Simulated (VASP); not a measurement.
A run of VASP 6.6.1 is set up as follows.

File INCAR:

```
PREC     = Accurate       # precision mode
ENCUT    = 520            # plane-wave cutoff, eV
EDIFF    = 1E-7           # SCF threshold, eV
ISMEAR   = 0              # smearing method
SIGMA    = 0.15           # smearing width, eV
LREAL    = False          # projectors in reciprocal space
LASPH    = True           # aspherical terms in the spheres
NELM     = 100            # most SCF steps
ALGO     = Normal         # electronic algorithm
ISIF     = 2              # what is computed and relaxed
LWAVE    = False          # write WAVECAR
LCHARG   = True           # write CHGCAR
GGA      = PS             # functional
LELF     = True           # ELF
LVHAR    = True         
NBANDS   = 16             # bands
```

The input KPOINTS:

```
Automatic mesh
0
Gamma
  15 15 12
```

POSCAR

```
ZrB2
1.0
    3.0917000000      0.0000000000      0.0000000000
   -1.5458500000      2.6774907409      0.0000000000
    0.0000000000      0.0000000000      3.5652000000
Zr B
1 2
Direct
    0.0000000000      0.0000000000      0.0000000000
    0.3333333333      0.6666666667      0.5000000000
    0.6666666667      0.3333333333      0.5000000000
```

Potentials or basis: VASP PAW PBE potentials, release 64 (Zr_sv, B).

The run is started by

```console
$ cat potpaw_PBE.64/Zr_sv/POTCAR potpaw_PBE.64/B/POTCAR > POTCAR
$ mpirun -np 1 vasp_std > vasp.out
```

Problem. Predict the band gap on the k mesh.

Solution. Zero (bands 9 and 10 overlap by 1.05 eV).

Problem. Estimate the pressure.

Solution. 7.2 GPa.

Stress tensor (GPa, compression positive):
```
11.87  0.00  0.00
 0.00 11.87  0.00
 0.00  0.00 -2.03
```

Caveat: the cell stands under pressure; the PAW data sets were made with another functional, which shifts forces and pressure a little.
